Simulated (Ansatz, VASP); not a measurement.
# Two plane-wave programs on NaHf3NbBi3

```
Na Hf Nb Bi
1.0
     5.95653    0.00000    0.00000
     0.00000    5.95653    0.00000
     0.00000    0.00000    5.95653
Na Hf Nb Bi
1 3 1 3
Direct
  0.50000 0.50000 0.50000
  0.50000 0.00000 0.00000
  0.00000 0.50000 0.00000
  0.00000 0.00000 0.50000
  0.00000 0.00000 0.00000
  0.00000 0.50000 0.50000
  0.50000 0.00000 0.50000
  0.50000 0.50000 0.00000
```

Alike in both runs: task single point; functional PBE; k mesh 4 × 4 × 4; occupations gaussian, width 0.1 eV; no spin polarisation.

|  | VASP | Ansatz |
| --- | --- | --- |
| version | VASP 6.6.1 | Ansatz 0.2.0 |
| potentials or method | VASP PAW PBE potentials, release 64 (Na_pv, Hf_pv, Nb_sv, Bi_d), cutoff 500 eV | scalar-relativistic, plane waves, PAW |
| valence electrons in the cell | 95 | 145 |

Ansatz gave:

| Quantity | Value |
| --- | --- |
| gap on the k mesh at the Fermi level (eV) | none |
| pressure (GPa) | 0.2 |

Q: Which values does VASP return?

A: gap on the k mesh at the Fermi level (eV): none; pressure (GPa): -0.1.

A gap of «none» marks a metal or a gap that the smearing closes. With one functional, cell and mesh, what is left measures potentials, basis and numerics. VASP's potentials hold 95 valence electrons a cell and Ansatz's 145, so a difference there can come from the potentials and not from the codes.

Neither program's run includes spin-orbit coupling.
